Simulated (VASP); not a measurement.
The system is PbO2.

```
CELL_PARAMETERS angstrom
4.99496 0.00000 0.00000
0.00000 4.99496 0.00000
0.00000 0.00000 3.40900
ATOMIC_POSITIONS crystal
Pb 0.50000 0.50000 0.50000
Pb 0.00000 0.00000 0.00000
O 0.69257 0.69257 0.00000
O 0.80743 0.19257 0.50000
O 0.19257 0.80743 0.50000
O 0.30743 0.30743 0.00000
```

| Item | Value |
| --- | --- |
| Program | VASP 6.6.1 |
| Task | relaxation of cell and atoms |
| Functional | LDA |
| Potentials or basis | VASP PAW LDA potentials, release 64 (Pb_d, O) |
| Cutoff | 600 eV |
| k mesh | 6 × 6 × 8 |
| Occupations | fermi-dirac, width 0.05 eV |
| Spin | no spin polarisation |

At the start: pressure -3.7 GPa; volume 14.18 Å³/atom.

Q: How do energy, volume and symmetry change on relaxing?

A: Over 7 steps the energy falls by 4.4 meV/atom and the volume is 13.79 Å³/atom (-2.7 %); space group P4_2/mnm (No. 136, to 0.1 Å) before and after.

Step by step:
```tsv
step	energy change (eV)	largest force (eV/Å)	pressure (GPa)	volume (Å³)
1	0.0000	0.0400	-3.70	85.05
2	-0.0040	0.1175	3.71	81.09
3	-0.0253	0.0377	-0.05	82.94
4	-0.0263	0.0066	-0.04	82.85
5	-0.0266	0.0207	-0.01	82.77
6	-0.0266	0.0238	0.01	82.76
7	-0.0267	0.0089	-0.02	82.77
```

Final structure:
```cif
data_structure
_symmetry_space_group_name_H-M 'P 1'
_symmetry_Int_Tables_number 1
_cell_length_a 4.9389
_cell_length_b 4.9389
_cell_length_c 3.3931
_cell_angle_alpha 90.000
_cell_angle_beta 90.000
_cell_angle_gamma 90.000
_cell_volume 82.77
loop_
_atom_site_label
_atom_site_type_symbol
_atom_site_fract_x
_atom_site_fract_y
_atom_site_fract_z
_atom_site_occupancy
Pb1 Pb 0.50000 0.50000 0.50000 1
Pb2 Pb 0.00000 0.00000 0.00000 1
O1 O 0.69273 0.69273 0.00000 1
O2 O 0.80727 0.19273 0.50000 1
O3 O 0.19273 0.80727 0.50000 1
O4 O 0.30727 0.30727 0.00000 1
```
